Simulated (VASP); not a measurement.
# CdSe (Imm2) in VASP: notebook

CdSe is run at these levels: PBE; tasks: single point.

Everything below comes from runs of VASP 6.6.1. Logs are shortened: lines on timing, memory, paths and dates and some standing lists are left out, and cuts for length are marked.

## Step 1: The cell of the first run

It takes space group Imm2 (No. 44, orthorhombic). The conventional cell has a = 3.900 Å, b = 4.864 Å, c = 6.197 Å, α = 90.00°, β = 90.00°, γ = 90.00°. Cd (site symmetry mm2) has 4 Se at 2.49 to 2.88 Å within 3.3 Å. Se (site symmetry mm2) has 4 Cd at 2.49 to 2.88 Å within 3.3 Å.

## Step 2: Single point, PBE (engineering shear strain xz -0.2200, normal strain along z +0.0000)

File INCAR:

```
SYSTEM = CdSe
PREC = Accurate ; ENCUT = 520
EDIFF = 1E-6 ; ISMEAR = 0
SIGMA = 0.05 ; LREAL = .False.
LASPH = .True. ; NELM = 60
ALGO = Normal ; ISIF = 2
LWAVE = .False. ; LCHARG = .True.
GGA = PE ; LELF = .True.
LVHAR = .True. ; NBANDS = 16
```

File KPOINTS:

```
Automatic mesh
0
Gamma
  10 10 10
  0 0 0
```

File POSCAR:

```
CdSe
1.0
   -0.3408256141      3.0984146735      3.0984146735
    3.0984146735     -0.3408256141      3.0984146735
    2.7575890594      2.7575890594      0.0000000000
Cd Se
1 1
Direct
    0.0000000000      0.0000000000      0.0000000000
    0.7500000000      0.7500000000      0.7500000000
```

Potentials or basis: VASP PAW PBE potentials, release 64 (Cd, Se).

The run is started by

```
> cat potpaw_PBE.64/Cd/POTCAR potpaw_PBE.64/Se/POTCAR > POTCAR
> mpirun -np 1 vasp_std > vasp.out
```

OUTCAR:

```text
SYSTEM = CdSe
   PREC = Accurate
   ENCUT = 520
   EDIFF = 1E-6
   ISMEAR = 0
   LREAL = .False.
   LASPH = .True.
   NELM = 60
   ISIF = 2
   GGA = PE

 ion  position               nearest neighbor table
   1  0.000  0.000  0.000-   2 2.49   2 2.49   2 2.88   2 2.88
   2  0.750  0.750  0.750-   1 2.49   1 2.49   1 2.88   1 2.88

  LATTYP: Found a body centered orthorhombic cell.
 ALAT       =     3.8998198473
 B/A-ratio  =     1.2471910112
 C/A-ratio  =     1.5890040027

  Lattice vectors:

 A1 = (   0.3408256141,  -3.0984146735,  -3.0984146735)
 A2 = (  -0.3408256141,   3.0984146735,  -3.0984146735)
 A3 = (   3.0984146735,  -0.3408256141,   3.0984146735)

Analysis of symmetry for initial positions (statically):
=====================================================================
 Subroutine PRICEL returns:
 Original cell was already a primitive cell.

 Routine SETGRP: Setting up the symmetry group for a
 body centered orthorhombic supercell.

 Subroutine GETGRP returns: Found  4 space group operations
 (whereof  4 operations were pure point group operations)
 out of a pool of  8 trial point group operations.

The static configuration has the point symmetry C_2v.

Analysis of symmetry for dynamics (positions and initial velocities):
=====================================================================
 Subroutine PRICEL returns:
 Original cell was already a primitive cell.

 Routine SETGRP: Setting up the symmetry group for a
 body centered orthorhombic supercell.

 Subroutine GETGRP returns: Found  4 space group operations
 (whereof  4 operations were pure point group operations)
 out of a pool of  8 trial point group operations.

The dynamic configuration has the point symmetry C_2v.

 Subroutine INISYM returns: Found  4 space group operations
 (whereof  4 operations are pure point group operations),
 and found     1 'primitive' translations

----------------------------------------------------------------------------------------

                                     Primitive cell

  volume of cell :      58.7708

  direct lattice vectors                    reciprocal lattice vectors
    -0.340825614  3.098414674  3.098414674    -0.145380944  0.145380944  0.161372848
     3.098414674 -0.340825614  3.098414674     0.145380944 -0.145380944  0.161372848
     2.757589059  2.757589059  0.000000000     0.181317807  0.181317807 -0.161372848

  length of vectors
     4.395055071  4.395055071  3.899819847     0.261366474  0.261366474  0.302974405

  position of ions in fractional coordinates (direct lattice)
     0.000000000  0.000000000  0.000000000
     0.750000000  0.750000000  0.750000000

  ion indices of the primitive-cell ions
   primitive index   ion index
                 1           1
                 2           2

----------------------------------------------------------------------------------------

 KPOINTS: Automatic mesh

Automatic generation of k-mesh.
 Grid dimensions read from file:
 generate k-points for:   10   10   10

 Generating k-lattice:

  Cartesian coordinates                     Fractional coordinates (reciprocal lattice)
    -0.014538094  0.014538094  0.016137285     0.100000000  0.000000000  0.000000000
     0.014538094 -0.014538094  0.016137285     0.000000000  0.100000000  0.000000000
     0.018131781  0.018131781 -0.016137285     0.000000000  0.000000000  0.100000000

  Length of vectors
     0.026136647  0.026136647  0.030297441

  Shift w.r.t. Gamma in fractional coordinates (k-lattice)
     0.000000000  0.000000000  0.000000000

 Subroutine IBZKPT returns following result:
 ===========================================

 Found    171 irreducible k-points:

 Following reciprocal coordinates:
            Coordinates               Weight
  0.000000  0.000000  0.000000      1.000000
  0.100000 -0.000000  0.000000      4.000000
  0.200000 -0.000000  0.000000      4.000000
  0.300000 -0.000000  0.000000      4.000000
  0.400000 -0.000000  0.000000      4.000000
  0.500000 -0.000000  0.000000      2.000000
[... 16 lines left out ...]
  0.300000  0.300000  0.000000      2.000000
  0.400000  0.300000  0.000000      4.000000
 [... further k-points ...]
   k-points           NKPTS =    171   k-points in BZ     NKDIM =    171   number of bands    NBANDS=     16
   number of dos      NEDOS =    301   number of ions     NIONS =      2
   total plane-waves  NPLWV =  38880
   dimension x,y,z NGX =    36 NGY =   36 NGZ =   30
   dimension x,y,z NGXF=    72 NGYF=   72 NGZF=   60
   ions per type =               1   1
   NGX,Y,Z   is equivalent  to a cutoff of  13.62, 13.62, 12.79 a.u.
   NGXF,Y,Z  is equivalent  to a cutoff of  27.23, 27.23, 25.58 a.u.
 SYSTEM =  CdSe
   PREC   = accura    normal or accurate (medium, high low for compatibility)
   ISTART =      0    job   : 0-new  1-cont  2-samecut
   ICHARG =      2    charge: 1-file 2-atom 10-const
   ISPIN  =      1    spin polarized calculation?
   LNONCOLLINEAR =      F non collinear calculations
   LSORBIT =      F    spin-orbit coupling
   LASPH  =      T    aspherical Exc in radial PAW
   ENCUT  =  520.0 eV  38.22 Ry    6.18 a.u.   8.17  8.17  7.25*2*pi/ulx,y,z
   NELM   =     60;   NELMIN=  2; NELMDL= -5     # of ELM steps
   EDIFF  = 0.1E-05   stopping-criterion for ELM
   LREAL  =      F    real-space projection
[... 7 lines left out ...]
   TEBEG  =    0.0;   TEEND  =   0.0 temperature during run
   PSTRESS=    0.0 pullay stress
   NELECT =      18.0000    total number of electrons
   NUPDOWN=      -1.0000    fix difference up-down
   EMIN   =  10.00;   EMAX   =-10.00  energy-range for DOS
   EFERMI =   0.00;   METHOD = LEGACY
   ISMEAR =     0;   SIGMA  =   0.05  broadening in eV -4-tet -1-fermi 0-gaus
   EFERMI_NEDOS =   21; number of points for ismear=-14 and -15
   IALGO  =     38    algorithm
   IMIX   =      4    mixing-type and parameters
     AMIX     =   0.40;   BMIX     =  1.00
     AMIX_MAG =   1.60;   BMIX_MAG =  1.00
  volume/ion in A,a.u.               =      29.39       198.30
  Fermi-wavevector in a.u.,A,eV,Ry     =   1.103516  2.085342 16.568449  1.217747
  Thomas-Fermi vector in A             =   2.239975
   LORBIT       =      0    0 simple, 1 ext, 2 COOP (PROOUT), +10 PAW based schemes
   GGA     = PE    functional components
   LHFCALC =     F    Hartree Fock is set to
   AEXX    =    0.0000 exact exchange contribution
   IVDW    =     0    specifies the selected vdW correction
   LEPSILON=     F    determine dielectric tensor
   LRPA    =     F    only Hartree local field effects (RPA)
 non-spin polarized calculation
 Gauss-broadening in eV      SIGMA  =   0.05
  energy-cutoff  :      520.00
  volume of cell :       58.77
 maximum number of plane-waves:      1605
 NGX is ok and might be reduce to    36
   NGX = 17   NGY = 17   NGZ = 15

 number of electron      18.0000002 magnetization

 Free energy of the ion-electron system (eV)
  ---------------------------------------------------
  ext. energy  EPLUGINS =         0.00000000
  ---------------------------------------------------
  free energy    TOTEN  =        -5.12682854 eV

  energy without entropy =       -5.12682551  energy(sigma->0) =       -5.12682703

 E-fermi :   1.1478     XC(G=0):  -8.6760

 val. band max:        1.0619559148   @ k =   0.0000   0.0000   0.0000
 cond. band min:       1.2333402463   @ k =   0.0000   0.0000   0.0000
 fundamental gap:      0.1713843315
 Fermi energy:         1.1477541354

 k-point     1 :       0.0000    0.0000    0.0000
  band No.  band energies     occupation
      1     -11.8595      2.00000
      2      -7.3820      2.00000
      3      -7.2898      2.00000
      4      -7.1870      2.00000
      5      -6.9370      2.00000
      6      -6.9142      2.00000
[... 8 lines left out ...]
     15      11.6810      0.00000
     16      12.0512      0.00000

 k-point     2 :       0.1000   -0.0000    0.0000
  band No.  band energies     occupation
      1     -11.8360      2.00000
      2      -7.3757      2.00000
      3      -7.2805      2.00000
      4      -7.1670      2.00000
      5      -6.9353      2.00000
      6      -6.9130      2.00000
[... 8 lines left out ...]
     15      11.5754      0.00000
     16      11.8593      0.00000

 k-point     3 :       0.2000   -0.0000    0.0000
  band No.  band energies     occupation
      1     -11.7738      2.00000
      2      -7.3597      2.00000
      3      -7.2610      2.00000
      4      -7.1010      2.00000
      5      -6.9272      2.00000
      6      -6.9092      2.00000
[... 8 lines left out ...]
     15      11.5898      0.00000
     16      11.7570      0.00000

 k-point     4 :       0.3000   -0.0000    0.0000
  band No.  band energies     occupation
      1     -11.6957      2.00000
      2      -7.3409      2.00000
      3      -7.2445      2.00000
      4      -7.0037      2.00000
      5      -6.9031      2.00000
      6      -6.8936      2.00000
[... 8 lines left out ...]
     15      11.2423      0.00000
     16      12.1298      0.00000

 k-point     5 :       0.4000   -0.0000    0.0000
  band No.  band energies     occupation
      1     -11.6315      2.00000
      2      -7.3265      2.00000
      3      -7.2350      2.00000
      4      -6.9558      2.00000
      5      -6.8969      2.00000
      6      -6.7921      2.00000
[... 8 lines left out ...]
     15      11.2105      0.00000
     16      12.7688      0.00000

 k-point     6 :       0.5000   -0.0000    0.0000
  band No.  band energies     occupation
      1     -11.6068      2.00000
      2      -7.3212      2.00000
      3      -7.2321      2.00000
      4      -6.9469      2.00000
      5      -6.8942      2.00000
      6      -6.7291      2.00000
[... 8 lines left out ...]
     15      11.1536      0.00000
     16      12.7685      0.00000

 k-point     7 :       0.1000    0.1000    0.0000
  band No.  band energies     occupation
      1     -11.8208      2.00000
      2      -7.3697      2.00000
      3      -7.2686      2.00000
      4      -7.1635      2.00000
      5      -6.9390      2.00000
      6      -6.9100      2.00000
[... 8 lines left out ...]
     15      11.7615      0.00000
     16      12.1366      0.00000

 k-point     8 :       0.2000    0.1000    0.0000
  band No.  band energies     occupation
      1     -11.7657      2.00000
      2      -7.3535      2.00000
      3      -7.2452      2.00000
      4      -7.1158      2.00000
      5      -6.9345      2.00000
      6      -6.9051      2.00000
[... 8 lines left out ...]
     15      12.0081      0.00000
     16      12.1677      0.00000

 k-point     9 :       0.3000    0.1000    0.0000
  band No.  band energies     occupation
      1     -11.6906      2.00000
      2      -7.3341      2.00000
      3      -7.2282      2.00000
      4      -7.0281      2.00000
      5      -6.9036      2.00000
      6      -6.8988      2.00000
[... 8 lines left out ...]
     15      11.6830      0.00000
     16      12.4698      0.00000
[... 172 lines left out ...]
 k-point    19 :       0.5000    0.2000    0.0000
  band No.  band energies     occupation
      1     -11.5558      2.00000
      2      -7.2926      2.00000
      3      -7.1910      2.00000
      4      -6.9637      2.00000
      5      -6.8877      2.00000
      6      -6.6895      2.00000
[... 8 lines left out ...]
     15      12.6798      0.00000
     16      13.5492      0.00000

 k-point    20 :      -0.4000    0.2000    0.0000
  band No.  band energies     occupation
      1     -11.5645      2.00000
      2      -7.2980      2.00000
      3      -7.1990      2.00000
      4      -6.9577      2.00000
      5      -6.8934      2.00000
      6      -6.6882      2.00000
[... 8 lines left out ...]
     15      12.6033      0.00000
     16      12.6134      0.00000

 k-point    21 :      -0.3000    0.2000    0.0000
  band No.  band energies     occupation
      1     -11.6119      2.00000
      2      -7.3137      2.00000
      3      -7.2120      2.00000
      4      -6.9705      2.00000
      5      -6.9017      2.00000
      6      -6.7778      2.00000
[... 8 lines left out ...]
     15      11.7187      0.00000
     16      12.2876      0.00000

 k-point    22 :      -0.2000    0.2000    0.0000
  band No.  band energies     occupation
      1     -11.6794      2.00000
      2      -7.3345      2.00000
      3      -7.2316      2.00000
      4      -7.0092      2.00000
      5      -6.9082      2.00000
      6      -6.8662      2.00000
[... 8 lines left out ...]
     15      11.3902      0.00000
     16      11.7224      0.00000

 k-point    23 :       0.3000    0.3000    0.0000
  band No.  band energies     occupation
      1     -11.5948      2.00000
      2      -7.2927      2.00000
      3      -7.1609      2.00000
      4      -7.0114      2.00000
      5      -6.8855      2.00000
      6      -6.8499      2.00000
[... 8 lines left out ...]
     15      12.7599      0.00000
     16      14.3327      0.00000

 k-point    24 :       0.4000    0.3000    0.0000
  band No.  band energies     occupation
      1     -11.5401      2.00000
      2      -7.2747      2.00000
      3      -7.1584      2.00000
      4      -6.9708      2.00000
      5      -6.8805      2.00000
      6      -6.7571      2.00000
[... 8 lines left out ...]
     15      13.1597      0.00000
     16      14.0435      0.00000

 [... further k-points ...]
[... 5 lines left out ...]
  --------------------------------------------------------------------------------------
  -------------------------------------------------------------------------------------
  Total        1.4534001      1.4534001      1.2928180      3.4088498      0.0000000      0.0000000
  in kB       39.6217968     39.6217968     35.2440947     92.9301938      0.0000000      0.0000000
  external PRESSURE =      38.1625628 kB  Pullay stress =       0.0000000 kB

 VOLUME and BASIS-vectors are now :
 -----------------------------------------------------------------------------
  energy-cutoff  :      520.00
  volume of cell :       58.77
      direct lattice vectors                 reciprocal lattice vectors
    -0.340825614  3.098414674  3.098414674    -0.145380944  0.145380944  0.161372848
     3.098414674 -0.340825614  3.098414674     0.145380944 -0.145380944  0.161372848
     2.757589059  2.757589059  0.000000000     0.181317807  0.181317807 -0.161372848

 POSITION                                       TOTAL-FORCE (eV/Angst)
 -----------------------------------------------------------------------------------
      0.00000      0.00000      0.00000         0.000000      0.000000      1.389088
      4.13638      4.13638      4.64762        -0.000000     -0.000000     -1.389088
 -----------------------------------------------------------------------------------
    total drift:                                0.000000      0.000000      0.000449

  FREE ENERGIE OF THE ION-ELECTRON SYSTEM (eV)
  ---------------------------------------------------
  free  energy   TOTEN  =        -5.1268285437 eV

  energy  without entropy=       -5.1268255149  energy(sigma->0) =       -5.12682703
```

Run time: 3.6 min. Hardware: 1 thread of Intel Xeon 8259CL, shared host; peak memory 0.32 GiB.

What came out:

```yaml
Free_energy: -5.1268 eV
Pressure: 3.8 GPa
Largest_force: 1.389 eV/Å
Band_gap_on_the_k_mesh: 0.17 eV
```

Forces in eV/Å, atoms in the order of the input:
```
Cd   0.000  0.000  1.389
Se   0.000  0.000 -1.389
```

Caveat: the cell differs from its parent crystal (engineering shear strain xz -0.2200, normal strain along z +0.0000); the cell stands under pressure; semilocal functionals underestimate gaps, and a narrow one can read as zero; forces of over 1 eV/Å act on the atoms, so gaps and moduli don't describe the material at rest.

## Step 3: Single point, PBE (engineering shear strain xz -0.1467, normal strain along z +0.0000)

File INCAR:

```
PREC = Accurate
ENCUT = 520
EDIFF = 1E-6
ISMEAR = 0
SIGMA = 0.05
LREAL = F
LASPH = T
NELM = 100
ALGO = Normal
ISIF = 2
LWAVE = F
LCHARG = F
GGA = PE
NBANDS = 16
```

File KPOINTS:

```
Automatic mesh
0
Gamma
  10 10 10
```

File POSCAR:

```
CdSe
1.0
   -0.2272687163      3.0984146735      3.0984146735
    3.0984146735     -0.2272687163      3.0984146735
    2.8711459572      2.8711459572      0.0000000000
Cd Se
1 1
Direct
    0.0000000000      0.0000000000      0.0000000000
    0.7500000000      0.7500000000      0.7500000000
```

Potentials or basis: VASP PAW PBE potentials, release 64 (Cd, Se).

The run is started by

```
> cat potpaw_PBE.64/Cd/POTCAR potpaw_PBE.64/Se/POTCAR > POTCAR
> mpirun -np 1 vasp_std > vasp.out
```

Wall time 3.1 min (1 thread of Intel Xeon 8259CL, shared host); peak memory 0.31 GiB.

It converged, with:

| Property | Result |
| --- | --- |
| Free energy | -5.3400 eV |
| Pressure | 1.8 GPa |
| Largest force | 0.831 eV/Å |
| Band gap on the k mesh | 0.34 eV |

Forces on the atoms (eV/Å):
```
Cd   0.000  0.000  0.831
Se   0.000  0.000 -0.831
```

Stress tensor (GPa, compression positive):
```
1.89 5.91 0.00
5.91 1.89 0.00
0.00 0.00 1.64
```

Levels at points of the mesh, in eV from the valence-band top:
```csv
k point,band 5,band 6,band 7,band 8,band 9,band 10,band 11,band 12,band 13,band 14
"(0.00, 0.00, 0.00)",-7.75,-7.74,-0.52,-0.41,0.00,0.34,4.89,5.84,6.64,9.41
"(0.50, 0.00, 0.00)",-7.72,-7.53,-4.32,-0.80,-0.59,2.31,5.98,6.73,6.98,9.97
"(0.50, 0.50, 0.00)",-7.69,-7.43,-4.11,-2.38,-1.35,2.48,4.09,8.60,9.37,10.04
"(0.00, 0.00, 0.50)",-7.72,-7.43,-4.39,-1.16,-1.10,1.83,5.58,6.26,7.29,9.57
"(0.50, 0.00, 0.50)",-7.70,-7.41,-4.14,-1.94,-1.88,2.99,3.42,7.98,9.35,10.37
```

Caveat: the cell differs from its parent crystal (engineering shear strain xz -0.1467, normal strain along z +0.0000); semilocal functionals underestimate gaps, and a narrow one can read as zero.

## Step 4: Single point, PBE (engineering shear strain xz -0.0733, normal strain along z +0.0000)

File INCAR:

```
PREC = Accurate ; ENCUT = 520
EDIFF = 1E-7 ; ISMEAR = 0
SIGMA = 0.05 ; LREAL = False
LASPH = True ; NELM = 80
ALGO = Normal ; ISIF = 2
LWAVE = False ; LCHARG = True
GGA = PE ; LELF = True
LVHAR = True ; NBANDS = 16
```

File KPOINTS:

```
regular mesh
0
Gamma
  10 10 10
```

File POSCAR:

```
CdSe
1.0
   -0.1135568978      3.0984146735      3.0984146735
    3.0984146735     -0.1135568978      3.0984146735
    2.9848577757      2.9848577757      0.0000000000
Cd Se
1 1
Direct
    0.0000000000      0.0000000000      0.0000000000
    0.7500000000      0.7500000000      0.7500000000
```

The run is started by

```
> cat potpaw_PBE.64/Cd/POTCAR potpaw_PBE.64/Se/POTCAR > POTCAR
> mpirun -np 1 vasp_std > vasp.out
```

Run time: 4.3 min. Hardware: 1 thread of Intel Xeon 8259CL, shared host; peak memory 0.32 GiB.

It converged, with:

```yaml
Free_energy: -5.4609 eV
Pressure: 0.6 GPa
Largest_force: 0.387 eV/Å
Band_gap_on_the_k_mesh: 0.42 eV
```

Forces on the atoms (eV/Å):
```
Cd   0.000  0.000  0.387
Se   0.000  0.000 -0.387
```

Stress tensor (GPa, compression positive):
```
0.64 2.87 0.00
2.87 0.64 0.00
0.00 0.00 0.57
```

Levels at points of the mesh, in eV from the valence-band top:
```csv
k point,band 7,band 8,band 9,band 10,band 11,band 12
"(0.00, 0.00, 0.00)",-0.20,-0.19,0.00,0.42,5.41,5.86
"(0.50, 0.00, 0.00)",-4.17,-0.70,-0.64,2.34,6.23,6.69
"(0.50, 0.50, 0.00)",-3.95,-2.02,-1.51,2.93,3.82,8.75
"(0.00, 0.00, 0.50)",-4.21,-0.89,-0.89,2.09,6.00,6.37
"(0.50, 0.00, 0.50)",-3.96,-1.78,-1.77,3.13,3.58,8.52
```

Caveat: the cell differs from its parent crystal (engineering shear strain xz -0.0733, normal strain along z +0.0000); semilocal functionals underestimate gaps, and a narrow one can read as zero.

## Step 5: Overview

```tsv
cell	gap on the mesh (eV)	pressure (GPa)	largest force (eV/Å)
a = 4.395, b = 4.395, c = 3.900 Å, angles 63.7, 63.7, 67.2°, 2 atoms	0.17	3.8	1.39
a = 4.388, b = 4.388, c = 4.060 Å, angles 62.4, 62.4, 64.8°, 2 atoms	0.34	1.8	0.83
a = 4.383, b = 4.383, c = 4.221 Å, angles 61.2, 61.2, 62.4°, 2 atoms	0.42	0.6	0.39
```

Alike in all rows: task single point; level PBE; potentials or basis VASP PAW PBE potentials, release 64 (Cd, Se); no spin polarisation; k mesh 10 × 10 × 10; cutoff (eV) 520; smearing gaussian 0.05 eV.

Caveats: semilocal functionals underestimate gaps, and a narrow one can read as zero; the cell stands under pressure (at least some runs); forces of over 1 eV/Å act on the atoms, so gaps and moduli don't describe the material at rest (at least some runs).

Total energies depend on the potentials used, so only differences within one code and one set of settings carry meaning.
